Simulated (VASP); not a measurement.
NaF (Villiaumite):

```
Na F
1.0
     0.00000    2.29724    2.29724
     2.29724    0.00000    2.29724
     2.29724    2.29724    0.00000
Na F
1 1
Direct
  0.00000 0.00000 0.00000
  0.50000 0.50000 0.50000
```

Program: VASP 6.6.1. Alike in all runs: task single point; potentials or basis VASP PAW PBE potentials, release 64 (Na_pv, F); no spin polarisation; cell as given; cutoff (eV) 520. Hardware: 1 thread of Intel(R) Xeon(R) 6975P-C (Granite Rapids) (shared host).

Problem. Order these runs on this cell by their wall time, lowest first.
A. level PBE; k mesh 10 × 10 × 10; smearing fermi-dirac 0.02 eV
B. level PBE; k mesh 6 × 6 × 6; smearing gaussian 0.01 eV
C. level r2SCAN; k mesh 10 × 10 × 10; smearing gaussian 0.01 eV

Solution. B (2.1 s), A (4.3 s), C (20 s).
